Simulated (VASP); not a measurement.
RbHoBr4:

```
Rb Ho Br
1.0
     4.58409    0.00000    0.00000
     0.00000    4.58409    0.00000
     0.00000    0.00000    7.88606
Rb Ho Br
1 1 4
Direct
  0.00000 0.00000 0.00000
  0.50000 0.50000 0.50000
  0.50000 0.50000 0.78163
  0.50000 0.50000 0.21837
  0.50000 0.00000 0.50000
  0.00000 0.50000 0.50000
```

The cell was generated, and may not be a known phase.

```yaml
Program: VASP 6.6.1
Task: relaxation of cell and atoms
Functional: PBE
Potentials_or_basis: VASP PAW PBE potentials, release 64 (Rb_sv, Ho_3, Br), 4f in core
Cutoff: 500 eV
k_mesh: 4 × 4 × 2
Occupations: gaussian, width 0.1 eV
Spin: no spin polarisation
```

At the start: pressure 42.6 GPa; volume 27.62 Å³/atom.

Q: How do energy, volume and symmetry change on relaxing?

A: Over 15 steps the energy falls by 1734.7 meV/atom and the volume is 46.29 Å³/atom (+67.6 %); space group P4/mmm (No. 123, to 0.1 Å) before and after.

Step by step:
| step | energy change (eV) | largest force (eV/Å) | pressure (GPa) | volume (Å³) |
| --- | --- | --- | --- | --- |
| 1 | 0.0000 | 10.9526 | 42.57 | 165.72 |
| 2 | -6.8667 | 1.2864 | -3.39 | 410.58 |
| 3 | -9.8690 | 1.1995 | 0.69 | 263.88 |
| 4 | -9.8737 | 1.1670 | 0.91 | 261.61 |
| 5 | -9.8751 | 1.1332 | 1.14 | 259.41 |
| 6 | -10.2641 | 0.9058 | -0.21 | 271.68 |
| 7 | -10.3383 | 0.5705 | -0.73 | 282.07 |
| 8 | -10.3409 | 0.6432 | -0.68 | 280.24 |
| 9 | -10.3824 | 0.1949 | 0.05 | 273.55 |
| 10 | -10.3827 | 0.1520 | 0.11 | 272.99 |
| 11 | -10.3963 | 0.1206 | 0.13 | 273.20 |
| 12 | -10.4040 | 0.0843 | 0.19 | 273.49 |
| 13 | -10.4074 | 0.0684 | 0.02 | 276.47 |
| 14 | -10.4078 | 0.0605 | -0.07 | 278.08 |
| 15 | -10.4082 | 0.0180 | 0.01 | 277.72 |

Final structure:
```
CELL_PARAMETERS angstrom
5.52955 0.00000 0.00000
0.00000 5.52955 0.00000
0.00000 0.00000 9.08293
ATOMIC_POSITIONS crystal
Rb 0.00000 0.00000 0.00000
Ho 0.50000 0.50000 0.50000
Br 0.50000 0.50000 0.80368
Br 0.50000 0.50000 0.19632
Br 0.50000 0.00000 0.50000
Br 0.00000 0.50000 0.50000
```

Caveat: the volume moved by over 15 % at a fixed basis, so the end points are rough.
